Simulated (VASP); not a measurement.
Here is a VASP 6.6.1 calculation.

INCAR

```
SYSTEM = Sn2HO2
ALGO     = Normal         ! electronic algorithm
DIPOL    = 0.5 0.5 0.326
EDIFF    = 1E-6           ! SCF threshold, eV
ENCUT    = 520            ! plane-wave cutoff, eV
GGA      = PE             ! functional
IDIPOL   = 3            
ISIF     = 2              ! what is computed and relaxed
ISMEAR   = 0              ! smearing method
ISPIN    = 2              ! spin polarisation
IVDW     = 12             ! dispersion correction
LASPH    = .TRUE.         ! aspherical terms in the spheres
LCHARG   = .FALSE.        ! write CHGCAR
LDIPOL   = .TRUE.       
LORBIT   = 11             ! projections on sites
LREAL    = .FALSE.        ! projectors in reciprocal space
LWAVE    = .FALSE.        ! write WAVECAR
MAGMOM   = 0 0 0 0 1      ! initial moments
NBANDS   = 32             ! bands
NELM     = 150            ! most SCF steps
PREC     = Accurate       ! precision mode
SIGMA    = 0.05           ! smearing width, eV
```

The input KPOINTS:

```
k-points
0
G
  7 7 1
  0 0 0
```

POSCAR

```
Sn2HO2
1.0
    3.8201526293      0.0003049820      0.0000000000
   -0.0003049820      3.8201526293      0.0000000000
    0.0000000000      0.0000000000     17.8630377374
Sn O H
2 2 1
Direct
    0.9999456088      0.9999456088      0.2239260790
    0.4999456088      0.4999456088      0.3562125228
    0.9999456088      0.4999456088      0.2900693009
    0.4999456088      0.9999456088      0.2900693009
    0.4999456088      0.4999456088      0.4688720688
```

Potentials or basis: VASP PAW PBE potentials, release 64 (Sn_d, O, H).

Launch:

```sh
$ cat potpaw_PBE.64/Sn_d/POTCAR potpaw_PBE.64/O/POTCAR potpaw_PBE.64/H/POTCAR > POTCAR
$ mpirun -np 1 vasp_std > vasp.out
```

**Question.** Predict the largest force.

**Answer.** 0.475 eV/Å.

**Question.** What does it give for the site moments?

**Answer.** Sn +0.01, +0.14; O +0.08; H +0.17 μB.

**Question.** Predict the dispersion energy per atom.

**Answer.** -0.119 eV.

**Question.** Estimate the net moment.

**Answer.** 0.79 μB per cell.

Forces on the atoms (eV/Å):
```
Sn   0.000  0.000 -0.228
Sn   0.000  0.000 -0.475
O    0.000  0.000  0.341
O    0.000  0.000  0.341
H    0.000  0.000  0.021
```
